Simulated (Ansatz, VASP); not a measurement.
Ti3C2 in VASP and in Ansatz

```
CELL_PARAMETERS angstrom
3.04215 0.00000 0.00000
-1.52108 2.63458 0.00000
0.00000 0.00000 14.98467
ATOMIC_POSITIONS crystal
Ti 0.33333 0.66667 0.84379
Ti 0.66667 0.33333 0.34379
Ti 0.66667 0.33333 0.15621
Ti 0.33333 0.66667 0.65621
Ti 0.00000 0.00000 0.00000
Ti 0.00000 0.00000 0.50000
C 0.66667 0.33333 0.91439
C 0.33333 0.66667 0.41439
C 0.66667 0.33333 0.58561
C 0.33333 0.66667 0.08561
```

Alike in both runs: functional PBEsol; k mesh 12 × 12 × 4; occupations gaussian, width 0.1 eV; no spin polarisation.

Ansatz relaxed the structure, and its values are those at the end. VASP's run is a single point on that final structure, the one shown.

|  | VASP | Ansatz |
| --- | --- | --- |
| version | VASP 6.6.1 | Ansatz 0.2.0 |
| potentials or method | VASP PAW PBE potentials, release 64 (Ti_sv, C), cutoff 520 eV | scalar-relativistic, plane waves, PAW |
| valence electrons in the cell | 88 | 88 |

|  | VASP | Ansatz | Ansatz less VASP |
| --- | --- | --- | --- |
| gap on the k mesh at the Fermi level (eV) | none | none | - |
| pressure (GPa) | 0.2 | 0.0 | -0.20 |
| rms of the force components (eV/Å) | 0.008 | 0.000 | -0.0084 |

VASP's potentials were made for PBE, not for PBEsol. A gap of «none» marks a metal or a gap that the smearing closes. With one functional, cell and mesh, what is left measures potentials, basis and numerics.
